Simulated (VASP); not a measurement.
Li3Dy, 4 atoms in the cell. The structure is cubic, space group Pm-3m (No. 221). The conventional cell has a = 3.809 Å, b = 3.809 Å, c = 3.809 Å, α = 90.00°, β = 90.00°, γ = 90.00°. Li (site symmetry 4/mmm) has 8 Li at 2.69 Å and 4 Dy at 2.69 Å within 3.6 Å. Within 3.6 Å of Dy (site symmetry m-3m) lie 12 Li at 2.69 Å. The cell was built from a structure type or drawn by symmetry, and may not be a known phase.

```yaml
Program: VASP 6.6.1
Task: single point
Functional: PBE
Potentials_or_basis: VASP PAW PBE potentials, release 64 (Li_sv, Dy_3), 4f in core
Cutoff: 750 eV
k_mesh: 4 × 4 × 4
Occupations: gaussian, width 0.1 eV
Spin: no spin polarisation
Dipole_correction: no
Mended: yes
Further_INCAR_settings: ALGO = Normal; EDIFF = 1e-06; NBANDS = 17
```

Potentials or basis: VASP PAW PBE potentials, release 64 (Li_sv, Dy_3), 4f in core.

Launch:

```bash
$ cat potpaw_PBE.64/Li_sv/POTCAR potpaw_PBE.64/Dy_3/POTCAR > POTCAR
$ mpirun -np 1 vasp_std > vasp.out
```

Hardware: 1 thread of Intel(R) Xeon(R) Platinum 8259CL CPU @ 2.50GHz (Skylake/Cascade Lake), with other jobs on the host.

Task: How long does it take, and how much memory?

Result: It took 22 s on 1 thread of Intel(R) Xeon(R) Platinum 8259CL CPU @ 2.50GHz (Skylake/Cascade Lake), on a shared host, peak memory 0.21 GiB. Counts: scf iterations 11, k points 10.
